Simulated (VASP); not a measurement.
# PtRh3 (Pm-3m) in VASP: single point with LDA

Aim: the single point of PtRh3 with LDA.

All numbers are computed with VASP 6.6.1; they aren't measurements. Logs are shortened: lines on timing, memory, paths and dates and some standing lists are left out, and cuts for length are marked.

## Step 1: The cell of the first run

The structure is cubic, space group Pm-3m (No. 221). The conventional cell has a = 3.840 Å, b = 3.840 Å, c = 3.840 Å, α = 90.00°, β = 90.00°, γ = 90.00°. Within 3.6 Å of Rh (site symmetry 4/mmm) lie 8 Rh at 2.72 Å and 4 Pt at 2.72 Å. Within 3.6 Å of Pt (site symmetry m-3m) lie 12 Rh at 2.72 Å.

## Step 2: Single point, LDA

INCAR reads:

```
ALGO = Normal
EDIFF = 1E-6
ENCUT = 520
GGA = CA
ISIF = 2
ISMEAR = -1
LASPH = T
LCHARG = F
LREAL = F
LWAVE = F
NBANDS = 36
NELM = 80
PREC = Accurate
SIGMA = 0.1
```

KPOINTS reads:

```
k-points
0
Gamma
  6 6 6
```

POSCAR reads:

```
PtRh3
1.0
    3.8404800000      0.0000000000      0.0000000000
    0.0000000000      3.8404800000      0.0000000000
    0.0000000000      0.0000000000      3.8404800000
Rh Pt
3 1
Direct
    0.5000000000      0.0000000000      0.0000000000
    0.0000000000      0.5000000000      0.0000000000
    0.0000000000      0.0000000000      0.5000000000
    0.5000000000      0.5000000000      0.5000000000
```

Potentials or basis: VASP PAW LDA potentials, release 64 (Rh_pv, Pt).

Run with:

```sh
> cat potpaw_LDA.64/Rh_pv/POTCAR potpaw_LDA.64/Pt/POTCAR > POTCAR
> mpirun -np 1 vasp_std > vasp.out
```

OUTCAR:

```text
EDIFF = 1E-6
   ENCUT = 520
   GGA = CA
   ISIF = 2
   ISMEAR = -1
   LASPH = T
   LREAL = F
   NELM = 80
   PREC = Accurate

 ion  position               nearest neighbor table
   1  0.500  0.000  0.000-   2 2.72   3 2.72   4 2.72   3 2.72   4 2.72   2 2.72   4 2.72   4 2.72
                             2 2.72   3 2.72   3 2.72   2 2.72
   2  0.000  0.500  0.000-   1 2.72   3 2.72   4 2.72   3 2.72   4 2.72   1 2.72   3 2.72   3 2.72
                             1 2.72   4 2.72   4 2.72   1 2.72
   3  0.000  0.000  0.500-   1 2.72   2 2.72   4 2.72   1 2.72   2 2.72   2 2.72   4 2.72   2 2.72
                             1 2.72   4 2.72   1 2.72   4 2.72
   4  0.500  0.500  0.500-   1 2.72   2 2.72   3 2.72   1 2.72   2 2.72   1 2.72   3 2.72   1 2.72
                             2 2.72   3 2.72   2 2.72   3 2.72

  LATTYP: Found a simple cubic cell.
 ALAT       =     3.8404800000

  Lattice vectors:

 A1 = (   3.8404800000,   0.0000000000,   0.0000000000)
 A2 = (   0.0000000000,   3.8404800000,   0.0000000000)
 A3 = (   0.0000000000,   0.0000000000,   3.8404800000)

Analysis of symmetry for initial positions (statically):
=====================================================================
 Subroutine PRICEL returns:
 Original cell was already a primitive cell.

 Routine SETGRP: Setting up the symmetry group for a
 simple cubic supercell.

 Subroutine GETGRP returns: Found 48 space group operations
 (whereof 48 operations were pure point group operations)
 out of a pool of 48 trial point group operations.

The static configuration has the point symmetry O_h .

Analysis of symmetry for dynamics (positions and initial velocities):
=====================================================================
 Subroutine PRICEL returns:
 Original cell was already a primitive cell.

 Routine SETGRP: Setting up the symmetry group for a
 simple cubic supercell.

 Subroutine GETGRP returns: Found 48 space group operations
 (whereof 48 operations were pure point group operations)
 out of a pool of 48 trial point group operations.

The dynamic configuration has the point symmetry O_h .

 Subroutine INISYM returns: Found 48 space group operations
 (whereof 48 operations are pure point group operations),
 and found     1 'primitive' translations

----------------------------------------------------------------------------------------

[... 89 lines left out ...]
   ENCUT  =  520.0 eV  38.22 Ry    6.18 a.u.   7.14  7.14  7.14*2*pi/ulx,y,z
   NELM   =     80;   NELMIN=  2; NELMDL= -5     # of ELM steps
   EDIFF  = 0.1E-05   stopping-criterion for ELM
   LREAL  =      F    real-space projection
   EDIFFG = 0.1E-04   stopping-criterion for IOM
   NSW    =      0    number of steps for IOM
   IBRION =     -1    ionic relax: 0-MD 1-quasi-New 2-CG
   NFREE  =      0    steps in history (QN), initial steepest desc. (CG)
   ISIF   =      2    stress and relaxation
   ISYM   =      2    0-nonsym 1-usesym 2-fastsym
   POTIM  = 0.5000    time-step for ionic-motion
   TEBEG  =    0.0;   TEEND  =   0.0 temperature during run
   PSTRESS=    0.0 pullay stress
   NELECT =      55.0000    total number of electrons
   NUPDOWN=      -1.0000    fix difference up-down
   EMIN   =  10.00;   EMAX   =-10.00  energy-range for DOS
   EFERMI =   0.00;   METHOD = LEGACY
   ISMEAR =    -1;   SIGMA  =   0.10  broadening in eV -4-tet -1-fermi 0-gaus
   EFERMI_NEDOS =   21; number of points for ismear=-14 and -15
   IALGO  =     38    algorithm
   IMIX   =      4    mixing-type and parameters
     AMIX     =   0.40;   BMIX     =  1.00
     AMIX_MAG =   1.60;   BMIX_MAG =  1.00
  volume/ion in A,a.u.               =      14.16        95.56
  Fermi-wavevector in a.u.,A,eV,Ry     =   1.621102  3.063438 35.755706  2.627970
  Thomas-Fermi vector in A             =   2.714932
   LORBIT       =      0    0 simple, 1 ext, 2 COOP (PROOUT), +10 PAW based schemes
   GGA     = CA    functional components
   LHFCALC =     F    Hartree Fock is set to
   AEXX    =    0.0000 exact exchange contribution
   IVDW    =     0    specifies the selected vdW correction
   LEPSILON=     F    determine dielectric tensor
   LRPA    =     F    only Hartree local field effects (RPA)
 non-spin polarized calculation
  energy-cutoff  :      520.00
  volume of cell :       56.64
 maximum number of plane-waves:      1568
 NGX is ok and might be reduce to    30
   NGX = 15   NGY = 15   NGZ = 15

 number of electron      55.0000027 magnetization

 Free energy of the ion-electron system (eV)
  ---------------------------------------------------
  ext. energy  EPLUGINS =         0.00000000
  ---------------------------------------------------
  free energy    TOTEN  =       -33.66840062 eV

  energy without entropy =      -33.47070151  energy(sigma->0) =      -33.56955106

 E-fermi :  11.5027     XC(G=0): -14.1394

 val. band max:       11.4738529119   @ k =   0.1667   0.0000   0.0000
 cond. band min:      11.5118367067   @ k =   0.3333   0.0000   0.0000
 fundamental gap:      0.0379837948
 Fermi energy:        11.5026927630

 k-point     1 :       0.0000    0.0000    0.0000
  band No.  band energies     occupation
      1     -35.1276      2.00000
      2     -35.1276      2.00000
      3     -35.1276      2.00000
      4     -34.8609      2.00000
      5     -34.8609      2.00000
      6     -34.8609      2.00000
[... 769 lines left out ...]
     35      19.9074      0.00000
     36      19.9074      0.00000

------------------------ aborting loop because EDIFF is reached ----------------------------------------

  FORCE on cell =-STRESS in cart. coord.  units (eV):
  Direction    XX          YY          ZZ          XY          YZ          ZX
  --------------------------------------------------------------------------------------
  -------------------------------------------------------------------------------------
  Total       -3.7230341     -3.7230341     -3.7230341      0.0000000     -0.0000000      0.0000000
  in kB     -105.3055048   -105.3055048   -105.3055048      0.0000000     -0.0000000      0.0000000
  external PRESSURE =    -105.3055048 kB  Pullay stress =       0.0000000 kB

 VOLUME and BASIS-vectors are now :
 -----------------------------------------------------------------------------
  energy-cutoff  :      520.00
  volume of cell :       56.64
      direct lattice vectors                 reciprocal lattice vectors
     3.840480000  0.000000000  0.000000000     0.260384119  0.000000000  0.000000000
     0.000000000  3.840480000  0.000000000     0.000000000  0.260384119  0.000000000
     0.000000000  0.000000000  3.840480000     0.000000000  0.000000000  0.260384119

 POSITION                                       TOTAL-FORCE (eV/Angst)
 -----------------------------------------------------------------------------------
      1.92024      0.00000      0.00000         0.000000      0.000000      0.000000
      0.00000      1.92024      0.00000         0.000000      0.000000      0.000000
      0.00000      0.00000      1.92024         0.000000      0.000000      0.000000
      1.92024      1.92024      1.92024         0.000000      0.000000      0.000000
 -----------------------------------------------------------------------------------
    total drift:                                0.000000     -0.000000      0.000000

  FREE ENERGIE OF THE ION-ELECTRON SYSTEM (eV)
  ---------------------------------------------------
  free  energy   TOTEN  =       -33.6684006181 eV

  energy  without entropy=      -33.4707015070  energy(sigma->0) =      -33.56955106
```

OSZICAR:

```text
N       E                     dE             d eps       ncg     rms          rms(c)
DAV:   1     0.639684949501E+03    0.63968E+03   -0.32942E+04  1456   0.170E+03
DAV:   2    -0.157319438572E+02   -0.65542E+03   -0.63852E+03  1540   0.519E+02
DAV:   3    -0.358026877724E+02   -0.20071E+02   -0.19650E+02  1548   0.986E+01
DAV:   4    -0.359797753964E+02   -0.17709E+00   -0.17698E+00  1576   0.954E+00
DAV:   5    -0.359826373628E+02   -0.28620E-02   -0.28618E-02  1560   0.123E+00    0.219E+01
DAV:   6    -0.338956565991E+02    0.20870E+01   -0.61391E+00  1532   0.178E+01    0.959E+00
DAV:   7    -0.339467138366E+02   -0.51057E-01   -0.15242E+00  1516   0.119E+01    0.531E+00
DAV:   8    -0.336811066228E+02    0.26561E+00   -0.85646E-01  1508   0.765E+00    0.287E+00
DAV:   9    -0.336684315291E+02    0.12675E-01   -0.24172E-02  1564   0.139E+00    0.238E-01
DAV:  10    -0.336683938693E+02    0.37660E-04   -0.50531E-04  1576   0.160E-01    0.793E-02
DAV:  11    -0.336684027258E+02   -0.88565E-05   -0.47383E-05  1584   0.505E-02    0.128E-02
DAV:  12    -0.336684006258E+02    0.21000E-05   -0.10296E-05  1540   0.263E-02    0.404E-03
DAV:  13    -0.336684006181E+02    0.77371E-08   -0.28754E-07   896   0.422E-03
   1 F= -.33668401E+02 E0= -.33569551E+02  d E =-.197699E+00
```

It took 37 s on 1 thread of Intel Xeon Platinum 8488C (Sapphire Rapids), shared host; peak memory 0.16 GiB.

Results:

* Free energy: -33.6684 eV
* Pressure: -10.5 GPa

Caveat: spin-orbit coupling is left out, which moves the levels of the heavy elements.
